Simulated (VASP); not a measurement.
Write the native input for VASP 6.6.1 that does the following.

| Item | Value |
| --- | --- |
| Task | relaxation of cell and atoms |
| Functional | PBE |
| Potentials or basis | VASP PAW PBE potentials, release 64 (Sc_sv) |
| Cutoff | 500 eV |
| k mesh | 14 × 14 × 14 |
| Occupations | fermi-dirac, width 0.1 eV |
| Spin | no spin polarisation |
| Target pressure | 160 GPa |
| Dipole correction | no |
| Further INCAR settings | ALGO = Normal; EDIFF = 1e-07; IBRION = 2; EDIFFG = -0.005; NSW = 32; ISIF = 3 |

The structure of Sc lies in POSCAR:

```
Sc
1.0
    0.0000000000      2.1962656506      2.1962656506
    2.1962656506      0.0000000000      2.1962656506
    2.1962656506      2.1962656506      0.0000000000
Sc
2
Direct
   -0.1250000000     -0.1250000000     -0.1250000000
    0.1250000000      0.1250000000      0.1250000000
```

This isn't the form of Sc at room conditions, which is hcp.

One way to write it, as run:

INCAR

```
SYSTEM = Sc
PREC = Accurate ; ENCUT = 500
EDIFF = 1E-7 ; ISMEAR = -1
SIGMA = 0.1 ; LREAL = .False.
LASPH = .True. ; NELM = 120
ALGO = Normal ; ISIF = 3
LWAVE = .False. ; LCHARG = .False.
GGA = PE ; IBRION = 2
NSW = 32 ; EDIFFG = -0.005
PSTRESS = 1600.0 ; GGA_COMPAT = .False.
NELMIN = 4
```

KPOINTS

```
Automatic mesh
0
Gamma
  14 14 14
  0 0 0
```

Potentials or basis: VASP PAW PBE potentials, release 64 (Sc_sv).

Launch:

```bash
$ cat potpaw_PBE.64/Sc_sv/POTCAR > POTCAR
$ mpirun -np 1 vasp_std > vasp.out
```

Results of the run:

```json
{
  "Relaxed volume": "10.81 Å³/atom",
  "Relaxed cell": "a = 3.127 Å, b = 3.127 Å, c = 3.127 Å, α = 60.00°, β = 60.00°, γ = 60.00°",
  "Space group after relaxing (to 0.1 Å)": "Fd-3m (No. 227)",
  "Energy change on relaxing (the run minimises the enthalpy)": "-220.0 meV/atom",
  "Ionic steps": "4",
  "Pressure after relaxing": "160.0 GPa",
  "Band gap on the k mesh": "zero (bands 11 and 12 overlap by 0.56 eV)"
}
```

Caveat: the cell is relaxed towards a set pressure, so the run minimises the enthalpy, not the energy; atoms lie so close that the PAW spheres overlap strongly, which falsifies energies and pressures.

It took 2 min on 1 thread of Oxide Virtual Turin-like Processor, on a shared host, peak memory 0.13 GiB.
